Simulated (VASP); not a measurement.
Set up this calculation in VASP 6.6.1, as the native input.

```
Task                   : single point
Functional             : r2SCAN
Potentials or basis    : VASP PAW PBE potentials, release 64 (Na_pv)
Cutoff                 : 520 eV
k mesh                 : 11 × 11 × 11
Occupations            : methfessel-paxton, width 0.01 eV
Spin                   : no spin polarisation
Dipole correction      : no
Further INCAR settings : ALGO = Normal; EDIFF = 1e-07; NBANDS = 10
```

Na:

```
CELL_PARAMETERS angstrom
-2.11250 2.11250 2.11250
2.11250 -2.11250 2.11250
2.11250 2.11250 -2.11250
ATOMIC_POSITIONS crystal
Na 0.00000 0.00000 0.00000
```

These files were run (other wordings do the same):

POSCAR

```
Na
1.0
   -2.1125000000      2.1125000000      2.1125000000
    2.1125000000     -2.1125000000      2.1125000000
    2.1125000000      2.1125000000     -2.1125000000
Na
1
Direct
    0.0000000000      0.0000000000      0.0000000000
```

INCAR.step1

```
SYSTEM = Na
  PREC = Accurate
  ENCUT = 520
  ISMEAR = 1
  SIGMA = 0.01
  LREAL = .False.
  LASPH = .True.
  NELM = 60
  NBANDS = 10
  GGA = PE
  ALGO = Normal
  EDIFF = 1E-4
  LWAVE = .True.
  LCHARG = .False.
```

INCAR.step2

```
SYSTEM = Na
  PREC = Accurate
  ENCUT = 520
  EDIFF = 1E-7
  ISMEAR = 1
  SIGMA = 0.01
  LREAL = .False.
  LASPH = .True.
  NELM = 60
  ALGO = Normal
  ISIF = 2
  LWAVE = .False.
  LCHARG = .True.
  METAGGA = R2SCAN
  LMIXTAU = .True.
  LELF = .True.
  LVHAR = .True.
  NBANDS = 10
  ISTART = 1
```

KPOINTS

```
regular mesh
0
Gamma
  11 11 11
  0 0 0
```

Potentials or basis: VASP PAW PBE potentials, release 64 (Na_pv).

Command:

```bash
$ cat potpaw_PBE.64/Na_pv/POTCAR > POTCAR
$ cp INCAR.step1 INCAR
$ mpirun -np 1 vasp_std > vasp.out
$ cp INCAR.step2 INCAR
$ mpirun -np 1 vasp_std > vasp.out
```

It gave:

* Pressure: 0.1 GPa

Caveat: the PAW data sets were made with another functional, which shifts forces and pressure a little.

Wall time 72 s on 1 thread of Intel Xeon 6975P-C, on a shared host, peak memory 0.16 GiB.
